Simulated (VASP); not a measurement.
Set up this calculation in VASP 6.6.1, as the native input.

```
Task                   : single point
Functional             : PBE
Potentials or basis    : VASP PAW PBE potentials, release 64 (Cs_sv, H)
Cutoff                 : 520 eV
k mesh                 : 6 × 6 × 4
Occupations            : gaussian, width 0.1 eV
Spin                   : no spin polarisation
Dipole correction      : no
Further INCAR settings : ALGO = Normal; EDIFF = 1e-07; NBANDS = 14
```

The structure of CsH3 lies in POSCAR:

```
CsH3
1.0
    4.2149975600      0.0000000000      0.0000000000
   -2.1074987800      3.6502949600      0.0000000000
    0.0000000000      0.0000000000      4.7745950300
Cs H
1 3
Direct
    0.3333333300      0.6666666700      0.0000000000
    0.0000000000      0.0000000000      0.6681905900
    0.0000000000      0.0000000000      0.3318094100
    0.3333333300      0.6666666700      0.5000000000
```

The cell was generated, and may not be a known phase.

The input as run:

INCAR

```
SYSTEM = CsH3
ALGO     = Normal         ! electronic algorithm
EDIFF    = 1E-7           ! SCF threshold, eV
ENCUT    = 520            ! plane-wave cutoff, eV
GGA      = PE             ! functional
ISIF     = 2              ! what is computed and relaxed
ISMEAR   = 0              ! smearing method
LASPH    = .TRUE.         ! aspherical terms in the spheres
LCHARG   = .FALSE.        ! write CHGCAR
LREAL    = .FALSE.        ! projectors in reciprocal space
LWAVE    = .FALSE.        ! write WAVECAR
NBANDS   = 14             ! bands
NELM     = 60             ! most SCF steps
PREC     = Accurate       ! precision mode
SIGMA    = 0.1            ! smearing width, eV
```

KPOINTS

```
k-points
0
G
  6 6 4
  0 0 0
```

Potentials or basis: VASP PAW PBE potentials, release 64 (Cs_sv, H).

Command:

```console
$ cat potpaw_PBE.64/Cs_sv/POTCAR potpaw_PBE.64/H/POTCAR > POTCAR
$ mpirun -np 1 vasp_std > vasp.out
```

Results of the run:

```json
{"Pressure": "0.7 GPa", "Largest force": "1.984 eV/Å", "Band gap on the k mesh": "zero (bands 6 and 7 overlap by 0.25 eV)"}
```

Caveat: the stress differs along the axes, from -7 to 4 GPa; spin-orbit coupling is left out, which moves the levels of the heavy elements; forces of over 1 eV/Å act on the atoms, so gaps and moduli don't describe the material at rest.

Run time: 34 s on 1 thread of AMD EPYC 7R43 64-Core Processor (Zen 3) (shared host), peak memory 0.15 GiB.
